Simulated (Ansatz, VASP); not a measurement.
## MnS: VASP beside Ansatz

```
Mn S
1.0
     0.00000    2.67616    2.67616
     2.67616    0.00000    2.67616
     2.67616    2.67616    0.00000
Mn S
1 1
Cartesian
  0.0000 0.0000 0.0000
  1.3381 1.3381 1.3381
```

Alike in both runs: task single point; functional PBEsol; k mesh 14 × 14 × 14; occupations gaussian, width 0.1 eV; collinear spin.

|  | VASP | Ansatz |
| --- | --- | --- |
| version | VASP 6.6.1 | Ansatz 0.2.0 |
| potentials or method | VASP PAW PBE potentials, release 64 (Mn_pv, S), cutoff 520 eV | scalar-relativistic, plane waves, PAW |
| valence electrons in the cell | 19 | 21 |

|  | VASP | Ansatz | Ansatz less VASP |
| --- | --- | --- | --- |
| gap on the k mesh at the Fermi level (eV) | none | none | - |
| pressure (GPa) | 2.1 | 1.9 | -0.22 |
| net moment per atom (μB) | 2.15 | 2.15 | -0.002 |
| size of the moment on the site where the two differ most (μB) | 3.88 | 3.65 | -0.232 |

VASP's potentials were made for PBE, not for PBEsol. Site moments also hang on the region over which each program counts them. A gap of «none» marks a metal or a gap that the smearing closes. VASP's potentials hold 19 valence electrons a cell and Ansatz's 21, so a difference there can come from the potentials and not from the codes.
